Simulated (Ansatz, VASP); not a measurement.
## One calculation of HfBe2Si2, two programs

```
Hf Be Si
1.0
     5.00272    0.00000    0.00000
     0.00000    5.00272    0.00000
     0.00000    0.00000    5.08653
Hf Be Si
1 2 2
Direct
  0.00000 0.00000 0.50000
  0.50000 0.50000 0.50000
  0.00000 0.00000 0.00000
  0.00000 0.50000 0.50000
  0.50000 0.00000 0.50000
```

Alike in both runs: functional PBE; k mesh 8 × 8 × 8; occupations gaussian, width 0.1 eV; no spin polarisation.

Ansatz relaxed the structure, and its values are those at the end. VASP's run is a single point on that final structure, the one shown.

|  | VASP | Ansatz |
| --- | --- | --- |
| version | VASP 6.6.1 | Ansatz 0.2.0 |
| potentials or method | VASP PAW PBE potentials, release 64 (Hf_pv, Be, Si), cutoff 520 eV | scalar-relativistic, plane waves, PAW |
| valence electrons in the cell | 22 | 38 |

VASP gave:

```
gap on the k mesh at the Fermi level (eV) : none
pressure (GPa)                            : 0.2
```

Question: What did Ansatz give for the same quantities?

Answer: gap on the k mesh at the Fermi level (eV): none; pressure (GPa): 0.0.

A gap of «none» marks a metal or a gap that the smearing closes. With one functional, cell and mesh, what is left measures potentials, basis and numerics. VASP's potentials hold 22 valence electrons a cell and Ansatz's 38, so a difference there can come from the potentials and not from the codes.

Neither program's run includes spin-orbit coupling.
